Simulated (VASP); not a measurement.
A run of VASP 6.6.1:

The input INCAR:

```
PREC     = Accurate       # precision mode
ENCUT    = 520            # plane-wave cutoff, eV
EDIFF    = 1E-6           # SCF threshold, eV
ISMEAR   = -1             # smearing method
SIGMA    = 0.1            # smearing width, eV
LREAL    = False          # projectors in reciprocal space
LASPH    = True           # aspherical terms in the spheres
NELM     = 80             # most SCF steps
ALGO     = Normal         # electronic algorithm
ISIF     = 2              # what is computed and relaxed
LWAVE    = False          # write WAVECAR
LCHARG   = False          # write CHGCAR
GGA      = PE             # functional
NBANDS   = 16             # bands
```

Contents of KPOINTS:

```
Automatic mesh
0
Gamma
  15 15 13
```

Contents of POSCAR:

```
SiW
1.0
    2.5815883325      0.0000000000      0.0000000000
   -1.2907941662      2.2357210781      0.0000000000
    0.0000000000      0.0000000000      3.6123457521
W Si
1 1
Direct
    0.0000000000      0.0000000000      0.0000000000
    0.3333333333      0.6666666667      0.5000000000
```

Potentials or basis: VASP PAW PBE potentials, release 64 (W_sv, Si).

Launch:

```bash
$ cat potpaw_PBE.64/W_sv/POTCAR potpaw_PBE.64/Si/POTCAR > POTCAR
$ mpirun -np 1 vasp_std > vasp.out
```

Hardware: 1 thread of Intel(R) Xeon(R) 6975P-C (Granite Rapids), on a shared host.

Problem. Estimate the wall time of this run.

Solution. Wall time 19 s on 1 thread of Intel(R) Xeon(R) 6975P-C (Granite Rapids), on a shared host, peak memory 0.18 GiB. Counts: scf iterations 11, k points 189.
